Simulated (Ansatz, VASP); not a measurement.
MnO in VASP and in Ansatz

The input POSCAR:

```
MnO
1.0
    0.0000000000      2.2239077028      2.2239077028
    2.2239077028      0.0000000000      2.2239077028
    2.2239077028      2.2239077028      0.0000000000
Mn O
1 1
Direct
    0.0000000000      0.0000000000      0.0000000000
    0.5000000000      0.5000000000      0.5000000000
```

Contents of INCAR.step1:

```
SYSTEM = MnO
ALGO = Normal ; EDIFF = 1E-5
ENCUT = 660 ; GGA = PE
GGA_COMPAT = .False. ; ISMEAR = -1
ISPIN = 2 ; LASPH = .True.
LCHARG = .False. ; LDAU = .True.
LDAUJ = 0 0 ; LDAUL = 2 -1
LDAUTYPE = 2 ; LDAUU = 3 0
LMAXMIX = 4 ; LREAL = .False.
LWAVE = .True. ; MAGMOM = 4 0
NBANDS = 22 ; NELM = 200
PREC = Accurate ; SIGMA = 0.05
```

File INCAR.step2:

```
SYSTEM = MnO
ALGO = Normal ; EDIFF = 1E-6
ENCUT = 660 ; GGA_COMPAT = .False.
ISIF = 2 ; ISMEAR = -1
ISPIN = 2 ; ISTART = 1
LASPH = .True. ; LCHARG = .False.
LDAU = .True. ; LDAUJ = 0 0
LDAUL = 2 -1 ; LDAUPRINT = 1
LDAUTYPE = 2 ; LDAUU = 3 0
LMAXMIX = 4 ; LMIXTAU = .True.
LORBIT = 11 ; LREAL = .False.
LWAVE = .False. ; MAGMOM = 4 0
METAGGA = R2SCAN ; NBANDS = 22
NELM = 200 ; PREC = Accurate
SIGMA = 0.05
```

Contents of KPOINTS:

```
k-points
0
Gamma
  10 10 10
  0 0 0
```

The input input.yaml:

```yaml
crystal:
  lattice:
    - [0.0, 2.2239077028, 2.2239077028]
    - [2.2239077028, 0.0, 2.2239077028]
    - [2.2239077028, 2.2239077028, 0.0]
  atoms:
    - { symbol: Mn, position: [0.0, 0.0, 0.0], spin: 4.0 }
    - { symbol: O, position: [0.5, 0.5, 0.5] }
hamiltonian:
  xc: r2scan
  pseudopotentials: { kind: paw }
  hubbard: { sites: [{ species: Mn, l: d, u_eff: 3.0 }] }
magnetization:
  spin_polarized: true
kpoints:
  mp_grid: { grid: [10, 10, 10] }
  band_path:
    path:
      - [[0.0, 0.0, 0.0], [0.5, 0.0, 0.5], [0.5, 0.25, 0.75], [0.375, 0.375, 0.75], [0.0, 0.0, 0.0], [0.5, 0.5, 0.5], [0.625, 0.25, 0.625], [0.5, 0.25, 0.75], [0.5, 0.5, 0.5], [0.375, 0.375, 0.75]]
      - [[0.625, 0.25, 0.625], [0.5, 0.0, 0.5]]
    npoints: 14
scf:
  occupations: { method: fermi_dirac, width: 0.05 }
  n_extra_bands: 6
output:
  forces: true
  stress: true
  eigenvalues: true
  fatbands: false
```

Alike in both runs: functional r2SCAN; k mesh 10 × 10 × 10; occupations fermi-dirac, width 0.05 eV; collinear spin; Hubbard terms Mn d U = 3.0 eV.

```csv
,VASP,Ansatz
version,VASP 6.6.1,Ansatz 0.2.0
potentials or method,"VASP PAW PBE potentials, release 64 (Mn_sv, O)",Ansatz PAW
plane-wave cutoff (eV),660,500
valence electrons in the cell,21,21
task,single point,band structure
```

Ansatz gave:

* gap on the k mesh at the Fermi level (eV): 0.60
* least direct gap on the mesh (eV): 3.10
* pressure (GPa): 3.6
* net moment per atom (μB): 2.50
* size of the moment on the site where the two differ most (μB): 4.32

Question: Estimate VASP's values.

Answer: gap on the k mesh at the Fermi level (eV): 0.64; least direct gap on the mesh (eV): 3.21; pressure (GPa): 0.5; net moment per atom (μB): 2.50; size of the moment on the site where the two differ most (μB): 4.53.

VASP's potentials were made for PBE, not for r2SCAN. Site moments also hang on the region over which each program counts them. The programs project onto different local orbitals, so the same U acts differently, and such runs can settle in different states.

Noted on Ansatz's run: the magnetic or orbital state may not be the lowest.
